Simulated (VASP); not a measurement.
ZnCd3Se3S, 8 atoms in the cell. It takes space group R3m (No. 160, trigonal). The conventional cell has a = 8.511 Å, b = 8.511 Å, c = 10.376 Å, α = 90.00°, β = 90.00°, γ = 120.00°. Zn (site symmetry 3m) has 1 S at 2.39 Å and 3 Se at 2.50 Å within 3.2 Å. Within 3.4 Å of Cd (site symmetry m) lie 1 S at 2.59 Å and 3 Se at 2.66 to 2.67 Å. Within 3.3 Å of Se (site symmetry m) lie 1 Zn at 2.50 Å and 3 Cd at 2.66 to 2.67 Å. S (site symmetry 3m) has 1 Zn at 2.39 Å and 3 Cd at 2.59 Å within 3.2 Å. 

| Property | Result |
| --- | --- |
| Program | VASP 6.6.1 |
| Task | single point |
| Functional | PBE |
| Potentials or basis | VASP PAW PBE potentials, release 64 (Zn, Cd, Se, S) |
| Cutoff | 520 eV |
| k mesh | 6 × 6 × 6 |
| Occupations | gaussian, width 0.02 eV |
| Spin | no spin polarisation |
| Dipole correction | no |
| Further INCAR settings | ALGO = Normal; EDIFF = 1e-06; NBANDS = 46 |

Potentials or basis: VASP PAW PBE potentials, release 64 (Zn, Cd, Se, S).

Command:

```console
$ cat potpaw_PBE.64/Zn/POTCAR potpaw_PBE.64/Cd/POTCAR potpaw_PBE.64/Se/POTCAR potpaw_PBE.64/S/POTCAR > POTCAR
$ mpirun -np 1 vasp_std > vasp.out
```

Hardware: 1 thread of Intel(R) Xeon(R) Platinum 8488C (Sapphire Rapids), with other jobs on the host.

Q: How long does it take, and how much memory?

A: It took 4.2 min on 1 thread of Intel(R) Xeon(R) Platinum 8488C (Sapphire Rapids), on a shared host, peak memory 0.52 GiB. Counts: scf iterations 15, k points 32.
